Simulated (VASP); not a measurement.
# Na (P6/mmm) in VASP: further runs

The runs below take Na through single point, relaxation of cell and atoms, with LDA.

Everything below comes from runs of VASP 6.6.1. Logs are shortened: lines on timing, memory, paths and dates and some standing lists are left out, and cuts for length are marked.

**1. The cell of the first run**

It takes space group P6/mmm (No. 191, hexagonal). Conventional cell: a = 5.967 Å, b = 5.967 Å, c = 3.528 Å, α = 90.00°, β = 90.00°, γ = 120.00°. Na (site symmetry 6/mmm) has 14 Na at 3.53 to 3.87 Å within 4.6 Å. Na (site symmetry -6m2) has 11 Na at 3.44 to 3.87 Å within 4.5 Å.

**2. Single point, LDA (volume scaled by 1.08)**

The input, INCAR:

```
ALGO = Normal
EDIFF = 1E-6
ENCUT = 520
ISIF = 2
ISMEAR = -1
LASPH = True
LCHARG = False
LREAL = False
LWAVE = False
NBANDS = 18
NELM = 100
PREC = Accurate
SIGMA = 0.1
```

The input, KPOINTS:

```
k-points
0
Gamma
  7 7 10
```

The input, POSCAR:

```
Na
1.0
    5.9666897722      0.0000000000      0.0000000000
   -2.9833448861      5.1673049192      0.0000000000
    0.0000000000      0.0000000000      3.5281991524
Na
3
Direct
    1.0000000000      1.0000000000      0.0000000000
    0.3333333333      0.6666666667      0.5000000000
    0.6666666667      0.3333333333      0.5000000000
```

Potentials or basis: VASP PAW LDA potentials, release 64 (Na_pv).

On the command line:

```
$ cat potpaw_LDA.64/Na_pv/POTCAR > POTCAR
$ mpirun -np 1 vasp_std > vasp.out
```

OUTCAR:

```text
EDIFF = 1E-6
   ENCUT = 520
   ISIF = 2
   ISMEAR = -1
   LASPH = True
   LREAL = False
   NELM = 100
   PREC = Accurate

 ion  position               nearest neighbor table
   1  0.000  0.000  0.000-
   2  0.333  0.667  0.500-
   3  0.667  0.333  0.500-

  LATTYP: Found a hexagonal cell.
 ALAT       =     5.9666897722
 C/A-ratio  =     0.5913160039

  Lattice vectors:

 A1 = (   5.9666897722,   0.0000000000,   0.0000000000)
 A2 = (  -2.9833448861,   5.1673049192,   0.0000000000)
 A3 = (   0.0000000000,   0.0000000000,   3.5281991524)

Analysis of symmetry for initial positions (statically):
=====================================================================
 Subroutine PRICEL returns:
 Original cell was already a primitive cell.

 Routine SETGRP: Setting up the symmetry group for a
 hexagonal supercell.

 Subroutine GETGRP returns: Found 24 space group operations
 (whereof 24 operations were pure point group operations)
 out of a pool of 24 trial point group operations.

The static configuration has the point symmetry D_6h.

Analysis of symmetry for dynamics (positions and initial velocities):
=====================================================================
 Subroutine PRICEL returns:
 Original cell was already a primitive cell.

 Routine SETGRP: Setting up the symmetry group for a
 hexagonal supercell.

 Subroutine GETGRP returns: Found 24 space group operations
 (whereof 24 operations were pure point group operations)
 out of a pool of 24 trial point group operations.

The dynamic configuration has the point symmetry D_6h.

 Subroutine INISYM returns: Found 24 space group operations
 (whereof 24 operations are pure point group operations),
 and found     1 'primitive' translations

----------------------------------------------------------------------------------------

                                     Primitive cell

  volume of cell :     108.7804

  direct lattice vectors                    reciprocal lattice vectors
     5.966689772  0.000000000  0.000000000     0.167597116  0.096762240  0.000000000
    -2.983344886  5.167304919  0.000000000     0.000000000  0.193524480  0.000000000
     0.000000000  0.000000000  3.528199152     0.000000000  0.000000000  0.283430713

  length of vectors
     5.966689772  5.966689772  3.528199152     0.193524480  0.193524480  0.283430713

  position of ions in fractional coordinates (direct lattice)
     0.000000000  0.000000000  0.000000000
     0.333333333  0.666666667  0.500000000
     0.666666667  0.333333333  0.500000000

  ion indices of the primitive-cell ions
   primitive index   ion index
                 1           1
                 2           2
                 3           3

----------------------------------------------------------------------------------------

 KPOINTS: k-points

Automatic generation of k-mesh.
 Grid dimensions read from file:
 generate k-points for:    7    7   10

 Generating k-lattice:

  Cartesian coordinates                     Fractional coordinates (reciprocal lattice)
     0.023942445  0.013823177  0.000000000     0.142857143  0.000000000  0.000000000
     0.000000000  0.027646354  0.000000000     0.000000000  0.142857143  0.000000000
     0.000000000  0.000000000  0.028343071     0.000000000  0.000000000  0.100000000

  Length of vectors
     0.027646354  0.027646354  0.028343071

  Shift w.r.t. Gamma in fractional coordinates (k-lattice)
     0.000000000  0.000000000  0.000000000

 Subroutine IBZKPT returns following result:
 ===========================================

 Found     48 irreducible k-points:

 Following reciprocal coordinates:
            Coordinates               Weight
  0.000000  0.000000  0.000000      1.000000
  0.142857  0.000000  0.000000      6.000000
  0.285714  0.000000  0.000000      6.000000
  0.428571  0.000000  0.000000      6.000000
  0.142857  0.142857  0.000000      6.000000
  0.285714  0.142857  0.000000     12.000000
[... 16 lines left out ...]
  0.428571  0.142857  0.200000     12.000000
  0.285714  0.285714  0.200000     12.000000
 [... further k-points ...]
   k-points           NKPTS =     48   k-points in BZ     NKDIM =     48   number of bands    NBANDS=     18
   number of dos      NEDOS =    301   number of ions     NIONS =      3
   total plane-waves  NPLWV =  64512
   dimension x,y,z NGX =    48 NGY =   48 NGZ =   28
   dimension x,y,z NGXF=    96 NGYF=   96 NGZF=   56
   ions per type =               3
   NGX,Y,Z   is equivalent  to a cutoff of  13.37, 13.37, 13.19 a.u.
   NGXF,Y,Z  is equivalent  to a cutoff of  26.75, 26.75, 26.39 a.u.
 SYSTEM =  unknown system
   PREC   = accura    normal or accurate (medium, high low for compatibility)
   ISTART =      0    job   : 0-new  1-cont  2-samecut
   ICHARG =      2    charge: 1-file 2-atom 10-const
   ISPIN  =      1    spin polarized calculation?
   LNONCOLLINEAR =      F non collinear calculations
   LSORBIT =      F    spin-orbit coupling
   LASPH  =      T    aspherical Exc in radial PAW
   ENCUT  =  520.0 eV  38.22 Ry    6.18 a.u.  11.09 11.09  6.56*2*pi/ulx,y,z
   NELM   =    100;   NELMIN=  2; NELMDL= -5     # of ELM steps
   EDIFF  = 0.1E-05   stopping-criterion for ELM
   LREAL  =      F    real-space projection
   EDIFFG = 0.1E-04   stopping-criterion for IOM
   NSW    =      0    number of steps for IOM
   IBRION =     -1    ionic relax: 0-MD 1-quasi-New 2-CG
   NFREE  =      0    steps in history (QN), initial steepest desc. (CG)
   ISIF   =      2    stress and relaxation
   ISYM   =      2    0-nonsym 1-usesym 2-fastsym
   POTIM  = 0.5000    time-step for ionic-motion
   TEBEG  =    0.0;   TEEND  =   0.0 temperature during run
   PSTRESS=    0.0 pullay stress
   NELECT =      21.0000    total number of electrons
   NUPDOWN=      -1.0000    fix difference up-down
   EMIN   =  10.00;   EMAX   =-10.00  energy-range for DOS
   EFERMI =   0.00;   METHOD = LEGACY
   ISMEAR =    -1;   SIGMA  =   0.10  broadening in eV -4-tet -1-fermi 0-gaus
   EFERMI_NEDOS =   21; number of points for ismear=-14 and -15
   IALGO  =     38    algorithm
   IMIX   =      4    mixing-type and parameters
     AMIX     =   0.40;   BMIX     =  1.00
     AMIX_MAG =   1.60;   BMIX_MAG =  1.00
  volume/ion in A,a.u.               =      36.26       244.70
  Fermi-wavevector in a.u.,A,eV,Ry     =   0.946160  1.787982 12.180179  0.895218
  Thomas-Fermi vector in A             =   2.074131
   LORBIT       =      0    0 simple, 1 ext, 2 COOP (PROOUT), +10 PAW based schemes
   GGA     = CA    functional components
   LHFCALC =     F    Hartree Fock is set to
   AEXX    =    0.0000 exact exchange contribution
   IVDW    =     0    specifies the selected vdW correction
   LEPSILON=     F    determine dielectric tensor
   LRPA    =     F    only Hartree local field effects (RPA)
 non-spin polarized calculation
  energy-cutoff  :      520.00
  volume of cell :      108.78
 maximum number of plane-waves:      2955
 NGX is ok and might be reduce to    48
   NGX = 23   NGY = 23   NGZ = 13

 number of electron      21.0000010 magnetization

 Free energy of the ion-electron system (eV)
  ---------------------------------------------------
  ext. energy  EPLUGINS =         0.00000000
  ---------------------------------------------------
  free energy    TOTEN  =        -4.32980903 eV

  energy without entropy =       -4.27555896  energy(sigma->0) =       -4.30268400

 E-fermi :   0.2341     XC(G=0):  -6.7890

 val. band max:        0.2136180827   @ k =   0.2857   0.2857   0.4000
 cond. band min:       0.2378719442   @ k =   0.2857   0.1429   0.1000
 fundamental gap:      0.0242538615
 Fermi energy:         0.2341293882

 k-point     1 :       0.0000    0.0000    0.0000
  band No.  band energies     occupation
      1     -24.7762      2.00000
      2     -24.7762      2.00000
      3     -24.7483      2.00000
      4     -24.7483      2.00000
      5     -24.7455      2.00000
      6     -24.7397      2.00000
[... 10 lines left out ...]
     17       8.6055      0.00000
     18       8.7758      0.00000

 k-point     2 :       0.1429    0.0000    0.0000
  band No.  band energies     occupation
      1     -24.7769      2.00000
      2     -24.7754      2.00000
      3     -24.7489      2.00000
      4     -24.7476      2.00000
      5     -24.7452      2.00000
      6     -24.7399      2.00000
[... 10 lines left out ...]
     17       8.7004      0.00000
     18       8.8600      0.00000

 k-point     3 :       0.2857    0.0000    0.0000
  band No.  band energies     occupation
      1     -24.7785      2.00000
      2     -24.7729      2.00000
      3     -24.7511      2.00000
      4     -24.7461      2.00000
      5     -24.7445      2.00000
      6     -24.7406      2.00000
[... 10 lines left out ...]
     17       8.6036      0.00000
     18       8.7952      0.00000

 k-point     4 :       0.4286    0.0000    0.0000
  band No.  band energies     occupation
      1     -24.7796      2.00000
      2     -24.7696      2.00000
      3     -24.7542      2.00000
      4     -24.7450      2.00000
      5     -24.7436      2.00000
      6     -24.7414      2.00000
[... 10 lines left out ...]
     17       7.4915      0.00000
     18       7.8867      0.00000

 k-point     5 :       0.1429    0.1429    0.0000
  band No.  band energies     occupation
      1     -24.7780      2.00000
      2     -24.7737      2.00000
      3     -24.7505      2.00000
      4     -24.7464      2.00000
      5     -24.7447      2.00000
      6     -24.7404      2.00000
[... 10 lines left out ...]
     17       8.6249      0.00000
     18       8.8902      0.00000

 k-point     6 :       0.2857    0.1429    0.0000
  band No.  band energies     occupation
      1     -24.7792      2.00000
      2     -24.7703      2.00000
      3     -24.7540      2.00000
      4     -24.7449      2.00000
      5     -24.7439      2.00000
      6     -24.7412      2.00000
[... 10 lines left out ...]
     17       7.0179      0.00000
     18       8.9966      0.00000

 k-point     7 :       0.4286    0.1429    0.0000
  band No.  band energies     occupation
      1     -24.7797      2.00000
      2     -24.7677      2.00000
      3     -24.7567      2.00000
      4     -24.7443      2.00000
      5     -24.7433      2.00000
      6     -24.7418      2.00000
[... 10 lines left out ...]
     17       7.6648      0.00000
     18       8.6576      0.00000

 k-point     8 :       0.2857    0.2857    0.0000
  band No.  band energies     occupation
      1     -24.7797      2.00000
      2     -24.7659      2.00000
      3     -24.7591      2.00000
      4     -24.7439      2.00000
      5     -24.7430      2.00000
      6     -24.7420      2.00000
[... 10 lines left out ...]
     17       8.1987      0.00000
     18       9.1981      0.00000
[... 229 lines left out ...]
     17       6.5281      0.00000
     18       7.2800      0.00000

 k-point    20 :       0.4286    0.0000    0.2000
  band No.  band energies     occupation
      1     -24.7778      2.00000
      2     -24.7685      2.00000
      3     -24.7558      2.00000
      4     -24.7530      2.00000
      5     -24.7529      2.00000
      6     -24.7439      2.00000
[... 10 lines left out ...]
     17       6.7107      0.00000
     18       7.3383      0.00000

 k-point    21 :       0.1429    0.1429    0.2000
  band No.  band energies     occupation
      1     -24.7765      2.00000
      2     -24.7721      2.00000
      3     -24.7568      2.00000
      4     -24.7518      2.00000
      5     -24.7495      2.00000
      6     -24.7451      2.00000
[... 10 lines left out ...]
     17       5.9808      0.00000
     18       7.7307      0.00000

 k-point    22 :       0.2857    0.1429    0.2000
  band No.  band energies     occupation
      1     -24.7777      2.00000
      2     -24.7688      2.00000
      3     -24.7560      2.00000
      4     -24.7529      2.00000
      5     -24.7527      2.00000
      6     -24.7438      2.00000
[... 10 lines left out ...]
     17       6.8295      0.00000
     18       7.4222      0.00000

 k-point    23 :       0.4286    0.1429    0.2000
  band No.  band energies     occupation
      1     -24.7782      2.00000
      2     -24.7664      2.00000
      3     -24.7560      2.00000
      4     -24.7547      2.00000
      5     -24.7533      2.00000
      6     -24.7433      2.00000
[... 10 lines left out ...]
     17       6.1939      0.00000
     18       7.2557      0.00000

 k-point    24 :       0.2857    0.2857    0.2000
  band No.  band energies     occupation
      1     -24.7785      2.00000
      2     -24.7643      2.00000
      3     -24.7579      2.00000
      4     -24.7548      2.00000
      5     -24.7536      2.00000
      6     -24.7429      2.00000
[... 10 lines left out ...]
     17       6.5174      0.00000
     18       6.6591      0.00000

 [... further k-points ...]
[... 5 lines left out ...]
  --------------------------------------------------------------------------------------
  -------------------------------------------------------------------------------------
  Total       -0.4504721     -0.4504721     -0.3173873      0.0000000      0.0000000      0.0000000
  in kB       -6.6348005     -6.6348005     -4.6746542      0.0000000      0.0000000      0.0000000
  external PRESSURE =      -5.9814184 kB  Pullay stress =       0.0000000 kB

 VOLUME and BASIS-vectors are now :
 -----------------------------------------------------------------------------
  energy-cutoff  :      520.00
  volume of cell :      108.78
      direct lattice vectors                 reciprocal lattice vectors
     5.966689772  0.000000000  0.000000000     0.167597116  0.096762240  0.000000000
    -2.983344886  5.167304919  0.000000000     0.000000000  0.193524480  0.000000000
     0.000000000  0.000000000  3.528199152     0.000000000  0.000000000  0.283430713

 POSITION                                       TOTAL-FORCE (eV/Angst)
 -----------------------------------------------------------------------------------
      0.00000      0.00000      0.00000        -0.000000      0.000000      0.000000
     -0.00000      3.44487      1.76410         0.000000     -0.000000     -0.000000
      2.98334      1.72243      1.76410         0.000000      0.000000      0.000000
 -----------------------------------------------------------------------------------
    total drift:                               -0.000000      0.000000     -0.000000

  FREE ENERGIE OF THE ION-ELECTRON SYSTEM (eV)
  ---------------------------------------------------
  free  energy   TOTEN  =        -4.3298090340 eV

  energy  without entropy=       -4.2755589610  energy(sigma->0) =       -4.30268400
```

It took 1.8 min on 1 thread of AMD EPYC 7R13, shared host; peak memory 0.19 GiB.

Results:

| Item | Value |
| --- | --- |
| Free energy | -4.3298 eV |
| Pressure | -0.6 GPa |

(Continued in part 2 of 2.)
